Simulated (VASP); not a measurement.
A run of VASP 6.6.1 is set up as follows.

File INCAR:

```
  PREC = Accurate
  ENCUT = 520
  EDIFF = 1E-8
  ISMEAR = -1
  SIGMA = 0.05
  LREAL = F
  LASPH = T
  NELM = 60
  ALGO = Normal
  ISIF = 2
  LWAVE = F
  LCHARG = F
  GGA = PE
  LEFG = T
  NBANDS = 8
```

Contents of KPOINTS:

```
Automatic mesh
0
Gamma
  19 19 19
```

File POSCAR:

```
Sb
1.0
   -1.4923523432      1.4923523432      2.4591586785
    1.4923523432     -1.4923523432      2.4591586785
    1.4923523432      1.4923523432     -2.4591586785
Sb
1
Direct
    0.0000000000      0.0000000000      0.0000000000
```

Potentials or basis: VASP PAW PBE potentials, release 64 (Sb).

The run is started by

```sh
$ cat potpaw_PBE.64/Sb/POTCAR > POTCAR
$ mpirun -np 1 vasp_std > vasp.out
```

(1) Predict the pressure.

(2) Estimate the band gap on the k mesh.

Answers

(1) 22.9 GPa.

(2) zero (an odd number of electrons rules out a gap without spin polarisation).

Caveat: the cell stands under pressure; without QUAD_EFG the Cq values of the log hold for a quadrupole moment of 1 mb, not for the nuclei; spin-orbit coupling is left out, which moves the levels of the heavy elements.
